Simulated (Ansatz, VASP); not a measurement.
InAgTe2: VASP beside Ansatz

```xyz
8
Lattice="-3.2170 3.2170 6.3802 3.2170 -3.2170 6.3802 3.2170 3.2170 -6.3802" Properties=species:S:1:pos:R:3 pbc="T T T"
In    0.0000    0.0000    6.3802
In    3.2170    0.0000    3.1901
Ag    0.0000    0.0000    0.0000
Ag    0.0000    3.2170    3.1901
Te    1.5526    1.6085    1.5951
Te    1.6085    4.8814   -1.5951
Te    1.6644    1.6085    7.9753
Te    1.6085   -1.6644    4.7852
```

Alike in both runs: functional PBEsol; k mesh 8 × 8 × 8; occupations gaussian, width 0.1 eV; no spin polarisation.

Ansatz relaxed the structure, and its values are those at the end. VASP's run is a single point on that final structure, the one shown.

|  | VASP | Ansatz |
| --- | --- | --- |
| version | VASP 6.6.1 | Ansatz 0.2.0 |
| potentials or method | VASP PAW PBE potentials, release 64 (In_d, Ag, Te), cutoff 500 eV | scalar-relativistic, plane waves, PAW |
| valence electrons in the cell | 72 | 128 |

```csv
,VASP,Ansatz,Ansatz less VASP
gap on the k mesh at the Fermi level (eV),0.08,0.08,-0.001
least direct gap on the mesh (eV),0.08,0.08,-0.001
pressure (GPa),0.0,0.0,0.00
rms of the force components (eV/Å),0.005,0.000,-0.0044
```

VASP's potentials were made for PBE, not for PBEsol. The functional is the same, so the differences come from potentials, cutoffs and numerics. VASP's potentials hold 72 valence electrons a cell and Ansatz's 128, so a difference there can come from the potentials and not from the codes.

Spin-orbit coupling is off throughout.
